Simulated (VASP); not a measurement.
# InGaAs2 (P-4m2) in VASP: a series of runs

The runs below take InGaAs2 through single point, with PBEsol.

All numbers are computed with VASP 6.6.1; they aren't measurements. Logs are shortened: lines on timing, memory, paths and dates and some standing lists are left out, and cuts for length are marked.

## (1) The cell of the first run

Symmetry: P-4m2, No. 115, tetragonal system. Conventional cell: a = 4.113 Å, b = 4.113 Å, c = 6.081 Å, α = 90.00°, β = 90.00°, γ = 90.00°. Within 3.5 Å of In (site symmetry -4m2) lie 4 As at 2.63 Å. Ga (site symmetry -4m2) has 4 As at 2.49 Å within 3.3 Å. As (site symmetry 2mm) has 2 Ga at 2.49 Å and 2 In at 2.63 Å within 3.3 Å.

## (2) Single point, PBEsol (uniaxial strain along c: +3.0 %)

The input, INCAR:

```
SYSTEM = InGaAs2
PREC     = Accurate       ! precision mode
ENCUT    = 520            ! plane-wave cutoff, eV
EDIFF    = 1E-6           ! SCF threshold, eV
ISMEAR   = 0              ! smearing method
SIGMA    = 0.1            ! smearing width, eV
LREAL    = .False.        ! projectors in reciprocal space
LASPH    = .True.         ! aspherical terms in the spheres
NELM     = 100            ! most SCF steps
ALGO     = Normal         ! electronic algorithm
ISIF     = 2              ! what is computed and relaxed
LWAVE    = .False.        ! write WAVECAR
LCHARG   = .True.         ! write CHGCAR
GGA      = PS             ! functional
LELF     = .True.         ! ELF
LVHAR    = .True.       
NBANDS   = 26             ! bands
```

The input, KPOINTS:

```
regular mesh
0
Gamma
  12 12 10
  0 0 0
```

The input, POSCAR:

```
InGaAs2
1.0
    4.1130353851      0.0000000000      0.0000000000
    0.0000000000      4.1130353851      0.0000000000
    0.0000000000      0.0000000000      6.0811177704
In Ga As
1 1 2
Direct
    0.0000000000      0.0000000000      0.5000000000
    0.5000000000      0.5000000000      0.0000000000
    0.5000000000      0.0000000000      0.7695708563
    0.0000000000      0.5000000000      0.2304291437
```

Potentials or basis: VASP PAW PBE potentials, release 64 (In_d, Ga_d, As).

Launch:

```bash
$ cat potpaw_PBE.64/In_d/POTCAR potpaw_PBE.64/Ga_d/POTCAR potpaw_PBE.64/As/POTCAR > POTCAR
$ mpirun -np 1 vasp_std > vasp.out
```

OUTCAR:

```text
SYSTEM = InGaAs2
   PREC = Accurate
   ENCUT = 520
   EDIFF = 1E-6
   ISMEAR = 0
   LREAL = .False.
   LASPH = .True.
   NELM = 100
   ISIF = 2
   GGA = PS

 ion  position               nearest neighbor table
   1  0.000  0.000  0.500-   3 2.63   4 2.63   4 2.63   3 2.63
   2  0.500  0.500  0.000-   3 2.49   4 2.49   3 2.49   4 2.49
   3  0.500  0.000  0.770-   2 2.49   2 2.49   1 2.63   1 2.63
   4  0.000  0.500  0.230-   2 2.49   2 2.49   1 2.63   1 2.63

  LATTYP: Found a simple tetragonal cell.
 ALAT       =     4.1130353851
 C/A-ratio  =     1.4784987731

  Lattice vectors:

 A1 = (   4.1130353851,   0.0000000000,   0.0000000000)
 A2 = (   0.0000000000,   4.1130353851,   0.0000000000)
 A3 = (   0.0000000000,   0.0000000000,   6.0811177704)

Analysis of symmetry for initial positions (statically):
=====================================================================
 Subroutine PRICEL returns:
 Original cell was already a primitive cell.

 Routine SETGRP: Setting up the symmetry group for a
 simple tetragonal supercell.

 Subroutine GETGRP returns: Found  8 space group operations
 (whereof  8 operations were pure point group operations)
 out of a pool of 16 trial point group operations.

The static configuration has the point symmetry D_2d.

Analysis of symmetry for dynamics (positions and initial velocities):
=====================================================================
 Subroutine PRICEL returns:
 Original cell was already a primitive cell.

 Routine SETGRP: Setting up the symmetry group for a
 simple tetragonal supercell.

 Subroutine GETGRP returns: Found  8 space group operations
 (whereof  8 operations were pure point group operations)
 out of a pool of 16 trial point group operations.

The dynamic configuration has the point symmetry D_2d.

 Subroutine INISYM returns: Found  8 space group operations
 (whereof  8 operations are pure point group operations),
 and found     1 'primitive' translations

----------------------------------------------------------------------------------------

                                     Primitive cell

  volume of cell :     102.8746

  direct lattice vectors                    reciprocal lattice vectors
     4.113035385  0.000000000  0.000000000     0.243129442  0.000000000  0.000000000
     0.000000000  4.113035385  0.000000000     0.000000000  0.243129442  0.000000000
     0.000000000  0.000000000  6.081117770     0.000000000  0.000000000  0.164443452

  length of vectors
     4.113035385  4.113035385  6.081117770     0.243129442  0.243129442  0.164443452

  position of ions in fractional coordinates (direct lattice)
     0.000000000  0.000000000  0.500000000
     0.500000000  0.500000000  0.000000000
     0.500000000  0.000000000  0.769570856
     0.000000000  0.500000000  0.230429144

  ion indices of the primitive-cell ions
   primitive index   ion index
                 1           1
                 2           2
                 3           3
                 4           4

----------------------------------------------------------------------------------------

 KPOINTS: regular mesh

Automatic generation of k-mesh.
 Grid dimensions read from file:
 generate k-points for:   12   12   10

 Generating k-lattice:

  Cartesian coordinates                     Fractional coordinates (reciprocal lattice)
     0.020260787  0.000000000  0.000000000     0.083333333  0.000000000  0.000000000
     0.000000000  0.020260787  0.000000000     0.000000000  0.083333333  0.000000000
     0.000000000  0.000000000  0.016444345     0.000000000  0.000000000  0.100000000

  Length of vectors
     0.020260787  0.020260787  0.016444345

  Shift w.r.t. Gamma in fractional coordinates (k-lattice)
     0.000000000  0.000000000  0.000000000

 Subroutine IBZKPT returns following result:
 ===========================================

 Found    168 irreducible k-points:

 Following reciprocal coordinates:
            Coordinates               Weight
  0.000000  0.000000  0.000000      1.000000
  0.083333  0.000000  0.000000      4.000000
  0.166667  0.000000  0.000000      4.000000
  0.250000  0.000000  0.000000      4.000000
  0.333333  0.000000  0.000000      4.000000
  0.416667  0.000000  0.000000      4.000000
[... 16 lines left out ...]
  0.333333  0.333333  0.000000      4.000000
  0.416667  0.333333  0.000000      8.000000
 [... further k-points ...]
   k-points           NKPTS =    168   k-points in BZ     NKDIM =    168   number of bands    NBANDS=     26
   number of dos      NEDOS =    301   number of ions     NIONS =      4
   total plane-waves  NPLWV =  49152
   dimension x,y,z NGX =    32 NGY =   32 NGZ =   48
   dimension x,y,z NGXF=    64 NGYF=   64 NGZF=   96
   ions per type =               1   1   2
   NGX,Y,Z   is equivalent  to a cutoff of  12.93, 12.93, 13.12 a.u.
   NGXF,Y,Z  is equivalent  to a cutoff of  25.87, 25.87, 26.24 a.u.
 SYSTEM =  InGaAs2
   PREC   = accura    normal or accurate (medium, high low for compatibility)
   ISTART =      0    job   : 0-new  1-cont  2-samecut
   ICHARG =      2    charge: 1-file 2-atom 10-const
   ISPIN  =      1    spin polarized calculation?
   LNONCOLLINEAR =      F non collinear calculations
   LSORBIT =      F    spin-orbit coupling
   LASPH  =      T    aspherical Exc in radial PAW
   ENCUT  =  520.0 eV  38.22 Ry    6.18 a.u.   7.65  7.65 11.31*2*pi/ulx,y,z
   NELM   =    100;   NELMIN=  2; NELMDL= -5     # of ELM steps
   EDIFF  = 0.1E-05   stopping-criterion for ELM
   LREAL  =      F    real-space projection
   EDIFFG = 0.1E-04   stopping-criterion for IOM
   NSW    =      0    number of steps for IOM
   IBRION =     -1    ionic relax: 0-MD 1-quasi-New 2-CG
   NFREE  =      0    steps in history (QN), initial steepest desc. (CG)
   ISIF   =      2    stress and relaxation
   ISYM   =      2    0-nonsym 1-usesym 2-fastsym
   POTIM  = 0.5000    time-step for ionic-motion
   TEBEG  =    0.0;   TEEND  =   0.0 temperature during run
   PSTRESS=    0.0 pullay stress
   NELECT =      36.0000    total number of electrons
   NUPDOWN=      -1.0000    fix difference up-down
   EMIN   =  10.00;   EMAX   =-10.00  energy-range for DOS
   EFERMI =   0.00;   METHOD = LEGACY
   ISMEAR =     0;   SIGMA  =   0.10  broadening in eV -4-tet -1-fermi 0-gaus
   EFERMI_NEDOS =   21; number of points for ismear=-14 and -15
   IALGO  =     38    algorithm
   IMIX   =      4    mixing-type and parameters
     AMIX     =   0.40;   BMIX     =  1.00
     AMIX_MAG =   1.60;   BMIX_MAG =  1.00
  volume/ion in A,a.u.               =      25.72       173.56
  Fermi-wavevector in a.u.,A,eV,Ry     =   1.153647  2.180076 18.108009  1.330901
  Thomas-Fermi vector in A             =   2.290289
   LORBIT       =      0    0 simple, 1 ext, 2 COOP (PROOUT), +10 PAW based schemes
   GGA     = PS    functional components
   LHFCALC =     F    Hartree Fock is set to
   AEXX    =    0.0000 exact exchange contribution
   IVDW    =     0    specifies the selected vdW correction
   LEPSILON=     F    determine dielectric tensor
   LRPA    =     F    only Hartree local field effects (RPA)
 non-spin polarized calculation
 Gauss-broadening in eV      SIGMA  =   0.10
  energy-cutoff  :      520.00
  volume of cell :      102.87
 maximum number of plane-waves:      2799
 NGX is ok and might be reduce to    32
   NGX = 15   NGY = 15   NGZ = 23

 number of electron      35.9999995 magnetization

 Free energy of the ion-electron system (eV)
  ---------------------------------------------------
  ext. energy  EPLUGINS =         0.00000000
  ---------------------------------------------------
  free energy    TOTEN  =       -17.48712070 eV

  energy without entropy =      -17.48694966  energy(sigma->0) =      -17.48703518

 E-fermi :   4.0714     XC(G=0):  -9.4110

 val. band max:        4.0077580508   @ k =   0.0000   0.0000   0.0000
 cond. band min:       4.4346608663   @ k =   0.0000   0.0000   0.1000
 fundamental gap:      0.4269028155
 Fermi energy:         4.0714087200

 k-point     1 :       0.0000    0.0000    0.0000
  band No.  band energies     occupation
      1     -10.9160      2.00000
      2     -10.8439      2.00000
      3     -10.8439      2.00000
      4     -10.8075      2.00000
      5     -10.7852      2.00000
      6     -10.4842      2.00000
[... 18 lines left out ...]
     25      11.1179      0.00000
     26      12.8188      0.00000

 k-point     2 :       0.0833    0.0000    0.0000
  band No.  band energies     occupation
      1     -10.9146      2.00000
      2     -10.8463      2.00000
      3     -10.8437      2.00000
      4     -10.8068      2.00000
      5     -10.7857      2.00000
      6     -10.4811      2.00000
[... 18 lines left out ...]
     25      11.4366      0.00000
     26      12.5247      0.00000

 k-point     3 :       0.1667    0.0000    0.0000
  band No.  band energies     occupation
      1     -10.9110      2.00000
      2     -10.8527      2.00000
      3     -10.8432      2.00000
      4     -10.8051      2.00000
      5     -10.7871      2.00000
      6     -10.4730      2.00000
[... 18 lines left out ...]
     25      11.8876      0.00000
     26      12.1377      0.00000

 k-point     4 :       0.2500    0.0000    0.0000
  band No.  band energies     occupation
      1     -10.9063      2.00000
      2     -10.8613      2.00000
      3     -10.8426      2.00000
      4     -10.8027      2.00000
      5     -10.7889      2.00000
      6     -10.4638      2.00000
[... 18 lines left out ...]
     25      11.3681      0.00000
     26      11.4020      0.00000
[... 496 lines left out ...]
      1     -10.9000      2.00000
      2     -10.8891      2.00000
      3     -10.8340      2.00000
      4     -10.7976      2.00000
      5     -10.7964      2.00000
      6     -10.4475      2.00000
[... 18 lines left out ...]
     25      11.5584      0.00000
     26      11.7786      0.00000

 k-point    23 :       0.3333    0.3333    0.0000
  band No.  band energies     occupation
      1     -10.9007      2.00000
      2     -10.8895      2.00000
      3     -10.8327      2.00000
      4     -10.7979      2.00000
      5     -10.7970      2.00000
      6     -10.4383      2.00000
[... 18 lines left out ...]
     25      11.1494      0.00000
     26      11.8058      0.00000

 k-point    24 :       0.4167    0.3333    0.0000
  band No.  band energies     occupation
      1     -10.9014      2.00000
      2     -10.8946      2.00000
      3     -10.8294      2.00000
      4     -10.7995      2.00000
      5     -10.7960      2.00000
      6     -10.4392      2.00000
[... 18 lines left out ...]
     25      11.9711      0.00000
     26      12.2364      0.00000

 [... further k-points ...]

------------------------ aborting loop because EDIFF is reached ----------------------------------------

  FORCE on cell =-STRESS in cart. coord.  units (eV):
  Direction    XX          YY          ZZ          XY          YZ          ZX
  --------------------------------------------------------------------------------------
  -------------------------------------------------------------------------------------
  Total       -0.1470073     -0.1470073     -1.2956597      0.0000000      0.0000000      0.0000000
  in kB       -2.2895026     -2.2895026    -20.1787021      0.0000000      0.0000000      0.0000000
  external PRESSURE =      -8.2525691 kB  Pullay stress =       0.0000000 kB

 VOLUME and BASIS-vectors are now :
 -----------------------------------------------------------------------------
  energy-cutoff  :      520.00
  volume of cell :      102.87
      direct lattice vectors                 reciprocal lattice vectors
     4.113035385  0.000000000  0.000000000     0.243129442  0.000000000  0.000000000
     0.000000000  4.113035385  0.000000000     0.000000000  0.243129442  0.000000000
     0.000000000  0.000000000  6.081117770     0.000000000  0.000000000  0.164443452

 POSITION                                       TOTAL-FORCE (eV/Angst)
 -----------------------------------------------------------------------------------
      0.00000      0.00000      3.04056         0.000000      0.000000      0.000000
      2.05652      2.05652      0.00000        -0.000000     -0.000000      0.000000
      2.05652      0.00000      4.67985        -0.000000      0.000000     -0.014548
      0.00000      2.05652      1.40127        -0.000000      0.000000      0.014548
 -----------------------------------------------------------------------------------
    total drift:                                0.000000     -0.000000     -0.000000

  FREE ENERGIE OF THE ION-ELECTRON SYSTEM (eV)
  ---------------------------------------------------
  free  energy   TOTEN  =       -17.4871207042 eV

  energy  without entropy=      -17.4869496588  energy(sigma->0) =      -17.48703518
```

Wall time 8.1 min (1 thread of Intel Xeon 8259CL, shared host); peak memory 0.56 GiB.

Results:

* Free energy: -17.4871 eV
* Pressure: -0.8 GPa
* Largest force: 0.015 eV/Å
* Band gap on the k mesh: zero (filled and empty bands touch)

Forces in eV/Å, atoms in the order of the input:
```
In   0.000  0.000  0.000
Ga   0.000  0.000  0.000
As   0.000  0.000 -0.015
As   0.000  0.000  0.015
```

Caveat: the cell differs from its parent crystal (uniaxial strain along c: +3.0 %); semilocal functionals underestimate gaps, and a narrow one can read as zero; the PAW data sets were made with another functional, which shifts forces and pressure a little; spin-orbit coupling is left out, which moves the levels of the heavy elements.

## (3) Single point, PBEsol

This run uses another cell than the first one, of 24.58 Å³/atom.

The input, INCAR:

```
  PREC = Accurate
  ENCUT = 520
  EDIFF = 1E-6
  ISMEAR = 0
  SIGMA = 0.1
  LREAL = F
  LASPH = T
  NELM = 100
  ALGO = Normal
  ISIF = 2
  LWAVE = F
  LCHARG = F
  GGA = PS
  NBANDS = 26
```

The input, KPOINTS:

```
regular mesh
0
Gamma
  10 10 8
```

The input, POSCAR:

```
InGaAs2
1.0
    4.1005490383      0.0000000000      0.0000000000
    0.0000000000      4.1005490383      0.0000000000
    0.0000000000      0.0000000000      5.8474065336
In Ga As
1 1 2
Direct
    0.0000000000      0.0000000000      0.5000000000
    0.5000000000      0.5000000000      0.0000000000
    0.5000000000      0.0000000000      0.7701471808
    0.0000000000      0.5000000000      0.2298528192
```

Potentials or basis: VASP PAW PBE potentials, release 64 (In_d, Ga_d, As).

Launch:

```bash
$ cat potpaw_PBE.64/In_d/POTCAR potpaw_PBE.64/Ga_d/POTCAR potpaw_PBE.64/As/POTCAR > POTCAR
$ mpirun -np 1 vasp_std > vasp.out
```

Run time: 5.5 min. Hardware: 1 thread of Intel Xeon 8259CL, shared host; peak memory 0.4 GiB.

Results (log left out):

| Quantity | Value |
| --- | --- |
| Free energy | -17.4819 eV |
| Pressure | 2.1 GPa |
| Band gap on the k mesh | 0.01 eV |

Levels at points of the mesh, in eV from the valence-band top:
```
           k point  band 15  band 16  band 17  band 18  band 19  band 20  band 21  band 22
(0.00, 0.00, 0.00)    -2.67    -0.21     0.00     0.00     0.01     1.42     1.77     3.76
(0.50, 0.00, 0.00)    -3.41    -3.13    -1.54    -0.90     2.06     3.16     4.82     4.96
(0.50, 0.50, 0.00)    -2.80    -2.63    -2.63    -2.45     1.30     1.30     1.53     1.90
(0.00, 0.00, 0.50)    -2.01    -2.01    -1.30    -1.30     1.84     1.88     2.79     3.37
(0.50, 0.00, 0.50)    -1.50    -1.18    -1.15    -0.80     0.60     1.11     4.20     4.58
(0.50, 0.50, 0.50)    -3.47    -3.35    -3.27    -3.27     4.32     4.35     4.35     4.41
```

Caveat: the smearing spreads over this small gap; semilocal functionals underestimate gaps, and a narrow one can read as zero; the PAW data sets were made with another functional, which shifts forces and pressure a little; spin-orbit coupling is left out, which moves the levels of the heavy elements.

[end of part 1 of 2]

The gap in the log of VASP goes by the Fermi energy; the results here count the filled bands.